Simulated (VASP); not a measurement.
# MnO (Pm-3m) in VASP: a series of runs

The runs below take MnO through single point, with r2SCANh, r2SCAN50, PBE-based screened hybrid with 5 % exact exchange, PBE-based screened hybrid with 10 % exact exchange.

All numbers are computed with VASP 6.6.1; they aren't measurements. Logs are shortened: lines on timing, memory, paths and dates and some standing lists are left out, and cuts for length are marked.

### Step 1. The cell of the first run

Symmetry: Pm-3m, No. 221, cubic system. The conventional cell has a = 2.672 Å, b = 2.672 Å, c = 2.672 Å, α = 90.00°, β = 90.00°, γ = 90.00°. Mn (site symmetry m-3m) has 8 O at 2.31 Å and 6 Mn at 2.67 Å within 3.1 Å. Within 3.1 Å of O (site symmetry m-3m) lie 8 Mn at 2.31 Å and 6 O at 2.67 Å.

### Step 2. Single point, r2SCANh, collinear spin, ferromagnetic start

POSCAR

```
MnO
1.0
    2.6723886600      0.0000000000      0.0000000000
    0.0000000000      2.6723886600      0.0000000000
    0.0000000000      0.0000000000      2.6723886600
Mn O
1 1
Direct
    0.0000000000      0.0000000000      0.0000000000
    0.5000000000      0.5000000000      0.5000000000
```

INCAR.step1

```
PREC = Accurate
ENCUT = 520
EDIFF = 1E-5
ISMEAR = -1
SIGMA = 0.05
LREAL = False
LASPH = True
NELM = 150
ALGO = Normal
ISIF = 2
LWAVE = True
LCHARG = False
ISPIN = 2
MAGMOM = 4 0
LORBIT = 11
LMAXMIX = 4
GGA = PE
NBANDS = 20
```

INCAR.step2

```
PREC = Accurate
ENCUT = 520
EDIFF = 1E-6
ISMEAR = -1
SIGMA = 0.05
LREAL = False
LASPH = True
NELM = 150
ALGO = Normal
ISIF = 2
LWAVE = False
LCHARG = False
ISPIN = 2
MAGMOM = 4 0
LORBIT = 11
LMAXMIX = 4
METAGGA = R2SCAN
LHFCALC = True
AEXX = 0.1
LMIXTAU = True
PRECFOCK = Normal
ISTART = 1
NBANDS = 20
```

KPOINTS

```
regular mesh
0
Gamma
  5 5 5
```

Potentials or basis: VASP PAW PBE potentials, release 64 (Mn_pv, O).

Started as:

```console
$ cat potpaw_PBE.64/Mn_pv/POTCAR potpaw_PBE.64/O/POTCAR > POTCAR
$ cp INCAR.step1 INCAR
$ mpirun -np 1 vasp_std > vasp.out
$ cp INCAR.step2 INCAR
$ mpirun -np 1 vasp_std > vasp.out
```

OUTCAR:

```text
PREC = Accurate
   ENCUT = 520
   EDIFF = 1E-6
   ISMEAR = -1
   LREAL = False
   LASPH = True
   NELM = 150
   ISIF = 2
   ISPIN = 2
   LORBIT = 11
   METAGGA = R2SCAN
   LHFCALC = True
   AEXX = 0.1
   PRECFOCK = Normal
   ISTART = 1

 ion  position               nearest neighbor table
   1  0.000  0.000  0.000-   2 2.31   2 2.31   2 2.31   2 2.31   2 2.31   2 2.31   2 2.31   2 2.31

   2  0.500  0.500  0.500-   1 2.31   1 2.31   1 2.31   1 2.31   1 2.31   1 2.31   1 2.31   1 2.31

  LATTYP: Found a simple cubic cell.
 ALAT       =     2.6723886600

  Lattice vectors:

 A1 = (   2.6723886600,   0.0000000000,   0.0000000000)
 A2 = (   0.0000000000,   2.6723886600,   0.0000000000)
 A3 = (   0.0000000000,   0.0000000000,   2.6723886600)

Analysis of symmetry for initial positions (statically):
=====================================================================
 Subroutine PRICEL returns:
 Original cell was already a primitive cell.

 Routine SETGRP: Setting up the symmetry group for a
 simple cubic supercell.

 Subroutine GETGRP returns: Found 48 space group operations
 (whereof 48 operations were pure point group operations)
 out of a pool of 48 trial point group operations.

The static configuration has the point symmetry O_h .

Analysis of symmetry for dynamics (positions and initial velocities):
=====================================================================
 Subroutine PRICEL returns:
 Original cell was already a primitive cell.

 Routine SETGRP: Setting up the symmetry group for a
 simple cubic supercell.

 Subroutine GETGRP returns: Found 48 space group operations
 (whereof 48 operations were pure point group operations)
 out of a pool of 48 trial point group operations.

The dynamic configuration has the point symmetry O_h .

Analysis of structural, dynamic, and magnetic symmetry:
=====================================================================
 Subroutine PRICEL returns:
 Original cell was already a primitive cell.

 Routine SETGRP: Setting up the symmetry group for a
 simple cubic supercell.

 Subroutine GETGRP returns: Found 48 space group operations
 (whereof 48 operations were pure point group operations)
 out of a pool of 48 trial point group operations.

The overall configuration has the point symmetry O_h .

 Subroutine INISYM returns: Found 48 space group operations
 (whereof 48 operations are pure point group operations),
 and found     1 'primitive' translations

----------------------------------------------------------------------------------------

                                     Primitive cell

  volume of cell :      19.0853

  direct lattice vectors                    reciprocal lattice vectors
     2.672388660  0.000000000  0.000000000     0.374197068  0.000000000  0.000000000
     0.000000000  2.672388660  0.000000000     0.000000000  0.374197068  0.000000000
     0.000000000  0.000000000  2.672388660     0.000000000  0.000000000  0.374197068

  length of vectors
     2.672388660  2.672388660  2.672388660     0.374197068  0.374197068  0.374197068

  position of ions in fractional coordinates (direct lattice)
     0.000000000  0.000000000  0.000000000
     0.500000000  0.500000000  0.500000000

  ion indices of the primitive-cell ions
   primitive index   ion index
                 1           1
                 2           2

----------------------------------------------------------------------------------------

 KPOINTS: regular mesh

Automatic generation of k-mesh.
 Grid dimensions read from file:
 generate k-points for:    5    5    5

 Generating k-lattice:

  Cartesian coordinates                     Fractional coordinates (reciprocal lattice)
     0.074839414  0.000000000  0.000000000     0.200000000  0.000000000  0.000000000
     0.000000000  0.074839414  0.000000000     0.000000000  0.200000000  0.000000000
     0.000000000  0.000000000  0.074839414     0.000000000  0.000000000  0.200000000

  Length of vectors
     0.074839414  0.074839414  0.074839414

  Shift w.r.t. Gamma in fractional coordinates (k-lattice)
     0.000000000  0.000000000  0.000000000

 Subroutine IBZKPT returns following result:
 ===========================================

 Found     10 irreducible k-points:

 Following reciprocal coordinates:
            Coordinates               Weight
  0.000000  0.000000  0.000000      1.000000
  0.200000  0.000000  0.000000      6.000000
  0.400000  0.000000  0.000000      6.000000
  0.200000  0.200000  0.000000     12.000000
  0.400000  0.200000  0.000000     24.000000
  0.400000  0.400000  0.000000     12.000000
  0.200000  0.200000  0.200000      8.000000
  0.400000  0.200000  0.200000     24.000000
  0.400000  0.400000  0.200000     24.000000
  0.400000  0.400000  0.400000      8.000000
   k-points           NKPTS =     10   k-points in BZ     NKDIM =    125   number of bands    NBANDS=     20
   number of dos      NEDOS =    301   number of ions     NIONS =      2
   total plane-waves  NPLWV =   8000
   dimension x,y,z NGX =    20 NGY =   20 NGZ =   20
   dimension x,y,z NGXF=    40 NGYF=   40 NGZF=   40
   ions per type =               1   1
   NGX,Y,Z   is equivalent  to a cutoff of  12.44, 12.44, 12.44 a.u.
   NGXF,Y,Z  is equivalent  to a cutoff of  24.88, 24.88, 24.88 a.u.
 SYSTEM =  unknown system
   PREC   = accura    normal or accurate (medium, high low for compatibility)
   ISTART =      1    job   : 0-new  1-cont  2-samecut
   ICHARG =      0    charge: 1-file 2-atom 10-const
   ISPIN  =      2    spin polarized calculation?
   LNONCOLLINEAR =      F non collinear calculations
   LSORBIT =      F    spin-orbit coupling
   LASPH  =      T    aspherical Exc in radial PAW
   ENCUT  =  520.0 eV  38.22 Ry    6.18 a.u.   4.97  4.97  4.97*2*pi/ulx,y,z
   NELM   =    150;   NELMIN=  2; NELMDL=  0     # of ELM steps
   EDIFF  = 0.1E-05   stopping-criterion for ELM
   LREAL  =      F    real-space projection
   EDIFFG = 0.1E-04   stopping-criterion for IOM
   NSW    =      0    number of steps for IOM
   IBRION =     -1    ionic relax: 0-MD 1-quasi-New 2-CG
   NFREE  =      0    steps in history (QN), initial steepest desc. (CG)
   ISIF   =      2    stress and relaxation
   ISYM   =      3    0-nonsym 1-usesym 2-fastsym
   POTIM  = 0.5000    time-step for ionic-motion
   TEBEG  =    0.0;   TEEND  =   0.0 temperature during run
   PSTRESS=    0.0 pullay stress
   NELECT =      19.0000    total number of electrons
   NUPDOWN=      -1.0000    fix difference up-down
   EMIN   =  10.00;   EMAX   =-10.00  energy-range for DOS
   EFERMI =   0.00;   METHOD = LEGACY
   ISMEAR =    -1;   SIGMA  =   0.05  broadening in eV -4-tet -1-fermi 0-gaus
   EFERMI_NEDOS =   21; number of points for ismear=-14 and -15
   IALGO  =     38    algorithm
   IMIX   =      1    mixing-type and parameters
     AMIX     =   0.40;   BMIX     =  1.00
     AMIX_MAG =   1.60;   BMIX_MAG =  1.00
  volume/ion in A,a.u.               =       9.54        64.40
  Fermi-wavevector in a.u.,A,eV,Ry     =   1.634656  3.089052 36.356137  2.672101
  Thomas-Fermi vector in A             =   2.726259
   LORBIT       =     11    0 simple, 1 ext, 2 COOP (PROOUT), +10 PAW based schemes
   METAGGA = R2SCAN    functional components
   LHFCALC =     T    Hartree Fock is set to
   PRECFOCK=normal    Normal, Fast or Accurate (Low or Medium for compatibility)
   ENCUT4O =  -1.0   cutoff for four orbital integrals eV
   NKREDX  =     1    reduce k-point grid by
   NKREDY  =     1    reduce k-point grid by
   NKREDZ  =     1    reduce k-point grid by
   AEXX    =    0.1000 exact exchange contribution
   HFSCREEN=    0.0000 screening length (either q_TF or 0.3 A-1)
   HFSCREENC=   0.0000 screening length for correlation (either q_TF or 0.3 A-1)
   ENCUTFOCK=  -1.0 apply spherical cutoff to Coloumb kernel
   IVDW    =     0    specifies the selected vdW correction
   LEPSILON=     F    determine dielectric tensor
   LRPA    =     F    only Hartree local field effects (RPA)
 spin polarized calculation
  energy-cutoff  :      520.00
  volume of cell :       19.09
 maximum number of plane-waves:       521
 NGX is ok and might be reduce to    20
  NGX = 16; NGY = 16; NGZ = 16

 number of electron      19.0000027 magnetization       5.0000175

 Free energy of the ion-electron system (eV)
  ---------------------------------------------------
  ext. energy  EPLUGINS =         0.00000000
  ---------------------------------------------------
  free energy    TOTEN  =       -26.12600775 eV

  energy without entropy =      -26.12600775  energy(sigma->0) =      -26.12600775

 E-fermi :   8.4550     XC(G=0): -12.2993

 val. band max:        7.4818159017   @ k =   0.4000   0.0000   0.0000
 cond. band min:       9.2946983468   @ k =   0.0000   0.0000   0.0000
 fundamental gap:      1.8128824451
 Fermi energy:         8.4550371968

 spin component 1

 k-point     1 :       0.0000    0.0000    0.0000
  band No.  band energies     occupation
      1     -45.8822      1.00000
      2     -45.8822      1.00000
      3     -45.8822      1.00000
      4     -13.7835      1.00000
      5       2.4807      1.00000
      6       2.4807      1.00000
[... 12 lines left out ...]
     19      35.8448      0.00000
     20      38.5598      0.00000

 k-point     2 :       0.2000    0.0000    0.0000
  band No.  band energies     occupation
      1     -45.9492      1.00000
      2     -45.8768      1.00000
      3     -45.8768      1.00000
      4     -13.4163      1.00000
      5       1.4450      1.00000
      6       2.6044      1.00000
[... 12 lines left out ...]
     19      34.4260      0.00000
     20      35.8921      0.00000
[... 142 lines left out ...]
      2     -46.0282      1.00000
      3     -45.9168      1.00000
      4     -11.9391      1.00000
      5       0.7306      1.00000
      6       0.9192      1.00000
[... 12 lines left out ...]
     19      33.4214      0.00000
     20      36.1118      0.00000

 k-point    10 :       0.4000    0.4000    0.4000
  band No.  band energies     occupation
      1     -46.0185      1.00000
      2     -46.0168      1.00000
      3     -46.0168      1.00000
      4     -11.4561      1.00000
      5       0.2218      1.00000
      6       0.2218      1.00000
[... 12 lines left out ...]
     19      30.5501      0.00000
     20      36.0802      0.00000
 Fermi energy:         8.4550371968

 spin component 2

 k-point     1 :       0.0000    0.0000    0.0000
  band No.  band energies     occupation
      1     -38.9406      1.00000
      2     -38.9406      1.00000
      3     -38.9406      1.00000
      4     -13.2017      1.00000
      5       5.6389      1.00000
      6       5.6389      1.00000
[... 12 lines left out ...]
     19      39.7717      0.00000
     20      39.7717      0.00000

 k-point     2 :       0.2000    0.0000    0.0000
  band No.  band energies     occupation
      1     -39.0215      1.00000
      2     -38.9330      1.00000
      3     -38.9330      1.00000
      4     -12.8221      1.00000
      5       3.1200      1.00000
      6       5.5122      1.00000
[... 12 lines left out ...]
     19      36.5937      0.00000
     20      38.6317      0.00000
[... 143 lines left out ...]
      3     -38.9748      1.00000
      4     -11.2615      1.00000
      5       2.0650      1.00000
      6       2.2140      1.00000
[... 12 lines left out ...]
     19      36.2807      0.00000
     20      40.7651      0.00000

 k-point    10 :       0.4000    0.4000    0.4000
  band No.  band energies     occupation
      1     -39.0932      1.00000
      2     -39.0893      1.00000
      3     -39.0893      1.00000
      4     -10.7648      1.00000
      5       2.0472      1.00000
      6       2.0472      1.00000
[... 12 lines left out ...]
     19      32.5547      0.00000
     20      43.4941      0.00000

------------------------ aborting loop because EDIFF is reached ----------------------------------------

  FORCE on cell =-STRESS in cart. coord.  units (eV):
  Direction    XX          YY          ZZ          XY          YZ          ZX
  --------------------------------------------------------------------------------------
  -------------------------------------------------------------------------------------
  Total        1.7983320      1.7983320      1.7983320      0.0000000      0.0000000      0.0000000
  in kB      150.9668483    150.9668483    150.9668483      0.0000000      0.0000000      0.0000000
  external PRESSURE =     150.9668483 kB  Pullay stress =       0.0000000 kB

 VOLUME and BASIS-vectors are now :
 -----------------------------------------------------------------------------
  energy-cutoff  :      520.00
  volume of cell :       19.09
      direct lattice vectors                 reciprocal lattice vectors
     2.672388660  0.000000000  0.000000000     0.374197068  0.000000000  0.000000000
     0.000000000  2.672388660  0.000000000     0.000000000  0.374197068  0.000000000
     0.000000000  0.000000000  2.672388660     0.000000000  0.000000000  0.374197068

 POSITION                                       TOTAL-FORCE (eV/Angst)
 -----------------------------------------------------------------------------------
      0.00000      0.00000      0.00000         0.000000      0.000000      0.000000
      1.33619      1.33619      1.33619         0.000000      0.000000      0.000000
 -----------------------------------------------------------------------------------
    total drift:                                0.000000     -0.000000      0.000000

  FREE ENERGIE OF THE ION-ELECTRON SYSTEM (eV)
  ---------------------------------------------------
  free  energy   TOTEN  =       -26.1260077492 eV

  energy  without entropy=      -26.1260077476  energy(sigma->0) =      -26.12600775

 total charge

# of ion       s       p       d       tot
------------------------------------------
    1        0.214   6.187   4.978  11.378
    2        1.567   3.489   0.000   5.056
--------------------------------------------------
tot          1.780   9.676   4.978  16.434

 magnetization (x)

# of ion       s       p       d       tot
------------------------------------------
    1        0.026   0.034   4.507   4.567
    2        0.030   0.220   0.000   0.249
--------------------------------------------------
tot          0.056   0.253   4.507   4.816
```

Run time: 17 min. Hardware: 1 thread of Intel Xeon Platinum 8488C (Sapphire Rapids), shared host; peak memory 0.14 GiB.

Results:

```yaml
Free_energy: -26.1260 eV
Pressure: 15.1 GPa
Band_gap_on_the_k_mesh: 1.81 eV (least direct gap 2.59 eV)
Net_moment: 5.00 μB per cell
Site_moments: Mn +4.57; O +0.25 μB
Valence_electrons_inside_the_program's_atomic_spheres: Mn 11.38; O 5.06
```

Levels at points of the mesh, in eV from the valence-band top:
Spin up:
| k point | band 8 | band 9 | band 10 | band 11 | band 12 | band 13 | band 14 | band 15 | band 16 | band 17 |
| --- | --- | --- | --- | --- | --- | --- | --- | --- | --- | --- |
| (0.00, 0.00, 0.00) | -2.58 | -2.58 | -2.36 | -2.36 | -2.36 | 1.81 | 16.89 | 16.89 | 21.79 | 21.79 |
Spin down:
| k point | band 3 | band 4 | band 5 | band 6 | band 7 | band 8 | band 9 | band 10 | band 11 | band 12 |
| --- | --- | --- | --- | --- | --- | --- | --- | --- | --- | --- |
| (0.00, 0.00, 0.00) | -46.42 | -20.68 | -1.84 | -1.84 | -1.84 | 1.86 | 1.86 | 4.16 | 5.70 | 5.70 |

Caveat: the k points lie up to 0.47 Å⁻¹ apart; the PAW data sets were made with another functional, which shifts forces and pressure a little; an odd mesh through Γ misses points on the zone boundary, where band edges can lie; a cell with one magnetic atom can't hold antiferromagnetic order, which such compounds often take.

### Step 3. Single point, r2SCAN50, collinear spin, ferromagnetic start

POSCAR is that of step 2.

INCAR.step1

```
PREC = Accurate ; ENCUT = 520
EDIFF = 1E-5 ; ISMEAR = -1
SIGMA = 0.05 ; LREAL = False
LASPH = True ; NELM = 150
ALGO = Normal ; ISIF = 2
LWAVE = True ; LCHARG = False
ISPIN = 2 ; MAGMOM = 4 0
LORBIT = 11 ; LMAXMIX = 4
GGA = PE ; NBANDS = 20
```

INCAR.step2

```
PREC = Accurate ; ENCUT = 520
EDIFF = 1E-6 ; ISMEAR = -1
SIGMA = 0.05 ; LREAL = False
LASPH = True ; NELM = 150
ALGO = Normal ; ISIF = 2
LWAVE = False ; LCHARG = False
ISPIN = 2 ; MAGMOM = 4 0
LORBIT = 11 ; LMAXMIX = 4
METAGGA = R2SCAN ; LHFCALC = True
AEXX = 0.5 ; LMIXTAU = True
PRECFOCK = Normal ; ISTART = 1
NBANDS = 20
```

KPOINTS

```
Automatic mesh
0
Gamma
  5 5 5
```

Potentials or basis: VASP PAW PBE potentials, release 64 (Mn_pv, O).

Started as:

```console
$ cat potpaw_PBE.64/Mn_pv/POTCAR potpaw_PBE.64/O/POTCAR > POTCAR
$ cp INCAR.step1 INCAR
$ mpirun -np 1 vasp_std > vasp.out
$ cp INCAR.step2 INCAR
$ mpirun -np 1 vasp_std > vasp.out
```

It took 14 min on 1 thread of Intel Xeon Platinum 8488C (Sapphire Rapids), shared host; peak memory 0.14 GiB.

It converged, with:

```
Free energy                                           : -37.8741 eV
Pressure                                              : 11.3 GPa
Band gap on the k mesh                                : 5.88 eV (least direct gap 7.19 eV)
Net moment                                            : 5.00 μB per cell
Site moments                                          : Mn +4.65; O +0.20 μB
Valence electrons inside the program's atomic spheres : Mn 11.33; O 5.11
```

Levels at points of the mesh, in eV from the valence-band top:
Spin up:
| k point | band 10 | band 11 | band 12 | band 13 | band 14 | band 15 |
| --- | --- | --- | --- | --- | --- | --- |
| (0.00, 0.00, 0.00) | -2.24 | -2.24 | -2.24 | 5.88 | 21.03 | 21.03 |
Spin down:
```
           k point  band 5  band 6  band 7  band 8  band 9  band 10
(0.00, 0.00, 0.00)   -1.30   -1.30   -1.30    7.13    7.13     7.95
```

Caveat: the k points lie up to 0.47 Å⁻¹ apart; the PAW data sets were made with another functional, which shifts forces and pressure a little; an odd mesh through Γ misses points on the zone boundary, where band edges can lie; a cell with one magnetic atom can't hold antiferromagnetic order, which such compounds often take.

### Step 4. Single point, PBE-based screened hybrid with 5 % exact exchange, collinear spin, ferromagnetic start

POSCAR is that of step 3.

INCAR.step1

```
SYSTEM = MnO
  PREC = Accurate
  ENCUT = 520
  EDIFF = 1E-5
  ISMEAR = -1
  SIGMA = 0.05
  LREAL = .FALSE.
  LASPH = .TRUE.
  NELM = 150
  ALGO = Normal
  ISIF = 2
  LWAVE = .TRUE.
  LCHARG = .FALSE.
  ISPIN = 2
  MAGMOM = 4 0
  LORBIT = 11
  LMAXMIX = 4
  GGA = PE
  NBANDS = 20
```

INCAR.step2

```
SYSTEM = MnO
  PREC = Accurate
  ENCUT = 520
  EDIFF = 1E-6
  ISMEAR = -1
  SIGMA = 0.05
  LREAL = .FALSE.
  LASPH = .TRUE.
  NELM = 150
  ALGO = Normal
  ISIF = 2
  LWAVE = .FALSE.
  LCHARG = .FALSE.
  ISPIN = 2
  MAGMOM = 4 0
  LORBIT = 11
  LMAXMIX = 4
  GGA = PE
  LHFCALC = .TRUE.
  AEXX = 0.05
  HFSCREEN = 0.2
  PRECFOCK = Normal
  ISTART = 1
  NBANDS = 20
```

KPOINTS

```
regular mesh
0
G
  5 5 5
  0 0 0
```

Started as:

```console
$ cat potpaw_PBE.64/Mn_pv/POTCAR potpaw_PBE.64/O/POTCAR > POTCAR
$ cp INCAR.step1 INCAR
$ mpirun -np 1 vasp_std > vasp.out
$ cp INCAR.step2 INCAR
$ mpirun -np 1 vasp_std > vasp.out
```

It took 20 min on 1 thread of Oxide Virtual Turin-like, shared host; peak memory 0.21 GiB.

Results (log left out):

* Free energy: -16.6223 eV
* Pressure: 18.4 GPa
* Net moment: 4.89 μB per cell
* Site moments: Mn +4.42; O +0.25 μB
* Valence electrons inside the program's atomic spheres: Mn 11.41; O 5.00

Levels at points of the mesh, in eV from the Fermi level:
Spin up:
```
           k point  band 9  band 10  band 11  band 12  band 13  band 14  band 15  band 16
(0.00, 0.00, 0.00)   -2.94    -2.03    -2.03    -2.03     0.40    15.15    15.15    19.61
```
Spin down:
| k point | band 4 | band 5 | band 6 | band 7 | band 8 | band 9 | band 10 | band 11 |
| --- | --- | --- | --- | --- | --- | --- | --- | --- |
| (0.00, 0.00, 0.00) | -20.01 | -2.37 | -2.37 | -2.37 | -0.32 | -0.32 | 2.25 | 3.30 |

Caveat: the k points lie up to 0.47 Å⁻¹ apart; the PAW data sets were made with another functional, which shifts forces and pressure a little; a cell with one magnetic atom can't hold antiferromagnetic order, which such compounds often take.

(Part 1 of 2 ends here.)

The gap in the log of VASP goes by the Fermi energy; the results here count the filled bands.